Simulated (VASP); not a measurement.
Write the native input for VASP 6.6.1 that does the following.

```yaml
Task: single point
Functional: LDA
Potentials_or_basis: VASP PAW LDA potentials, release 64 (Na_pv)
Cutoff: 520 eV
k_mesh: 11 × 11 × 6
Occupations: fermi-dirac, width 0.05 eV
Spin: no spin polarisation
Dipole_correction: no
Further_INCAR_settings: ALGO = Normal; EDIFF = 1e-06; NBANDS = 14
```

The structure of Na lies in POSCAR:

```
Na
1.0
    3.8408825192      0.0000000000      0.0000000000
   -1.9204412596      3.3263018346      0.0000000000
    0.0000000000      0.0000000000      6.2746973092
Na
2
Direct
    0.3333333333      0.6666666667      0.2500000000
    0.6666666667      0.3333333333      0.7500000000
```

This cell differs from its parent crystal: volume scaled by 1.06.

One way to write it, as run:

INCAR

```
PREC     = Accurate       # precision mode
ENCUT    = 520            # plane-wave cutoff, eV
EDIFF    = 1E-6           # SCF threshold, eV
ISMEAR   = -1             # smearing method
SIGMA    = 0.05           # smearing width, eV
LREAL    = F              # projectors in reciprocal space
LASPH    = T              # aspherical terms in the spheres
NELM     = 80             # most SCF steps
ALGO     = Normal         # electronic algorithm
ISIF     = 2              # what is computed and relaxed
LWAVE    = F              # write WAVECAR
LCHARG   = F              # write CHGCAR
GGA      = CA             # functional
NBANDS   = 14             # bands
```

KPOINTS

```
Automatic mesh
0
Gamma
  11 11 6
```

Potentials or basis: VASP PAW LDA potentials, release 64 (Na_pv).

Run with:

```bash
$ cat potpaw_LDA.64/Na_pv/POTCAR > POTCAR
$ mpirun -np 1 vasp_std > vasp.out
```

Results of the run:

```
Pressure               : -1.1 GPa
Band gap on the k mesh : zero (band 7 reaches 1.68 eV, above the bottom of band 8 at -2.19 eV)
```

Run time: 18 s on 1 thread of Intel(R) Xeon(R) 6975P-C (Granite Rapids) (shared host), peak memory 0.18 GiB.
